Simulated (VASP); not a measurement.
Input of a VASP 6.6.1 run:

INCAR

```
SYSTEM = Al2Pt
ALGO = Fast
EDIFF = 1E-6
EDIFFG = -0.04
ENCUT = 600
GGA = PE
IBRION = 2
ISIF = 3
ISMEAR = 0
LASPH = .True.
LCHARG = .False.
LREAL = .False.
LWAVE = .False.
NELM = 80
NSW = 90
PREC = Accurate
SIGMA = 0.1
```

KPOINTS

```
k-points
0
Gamma
  6 6 4
  0 0 0
```

POSCAR

```
Al2Pt
1.0
    4.0217139900      0.0000000000      0.0000000000
   -2.0108569900      3.4829064800      0.0000000000
    0.0000000000      0.0000000000      6.5904656600
Al Pt
4 2
Direct
    0.4902078500      0.0000000000      0.7217556700
    0.0000000000      0.4902078500      0.7217556700
    0.5097921500      0.5097921500      0.7217556700
    0.0000000000      0.0000000000      0.1463672300
    0.3333333300      0.6666666700      0.0090575300
    0.6666666700      0.3333333300      0.0090575300
```

Potentials or basis: VASP PAW PBE potentials, release 64 (Al, Pt).

Run with:

```sh
$ cat potpaw_PBE.64/Al/POTCAR potpaw_PBE.64/Pt/POTCAR > POTCAR
$ mpirun -np 1 vasp_std > vasp.out
```

Problem. What does it give for the relaxed cell?

Solution. a = 5.003 Å, b = 5.003 Å, c = 4.243 Å, α = 90.00°, β = 90.00°, γ = 120.00°.

Problem. What does it give for the space group after relaxing (to 0.1 Å)?

Solution. P-62m (No. 189).

Problem. What does it give for the band gap on the k mesh?

Solution. Zero (bands 16 and 17 overlap by 1.06 eV).

Problem. What does it give for the relaxed volume?

Solution. 15.33 Å³/atom.

Final structure:
```yaml
crystal:
  lattice:
    - [5.00333, 0.00000, 0.00000]
    - [-2.50167, 4.33301, 0.00000]
    - [0.00000, 0.00000, 4.24252]
  atoms:
    - { symbol: Al, position: [0.35583, 0.00000, 0.63808] }
    - { symbol: Al, position: [0.00000, 0.35583, 0.63808] }
    - { symbol: Al, position: [0.64417, 0.64417, 0.63808] }
    - { symbol: Al, position: [0.00000, 0.00000, 0.13599] }
    - { symbol: Pt, position: [0.33333, 0.66667, 0.13975] }
    - { symbol: Pt, position: [0.66667, 0.33333, 0.13975] }
```

Caveat: a cell axis changed by over 15 % at a fixed basis, so the end point is rough; spin-orbit coupling is left out, which moves the levels of the heavy elements.
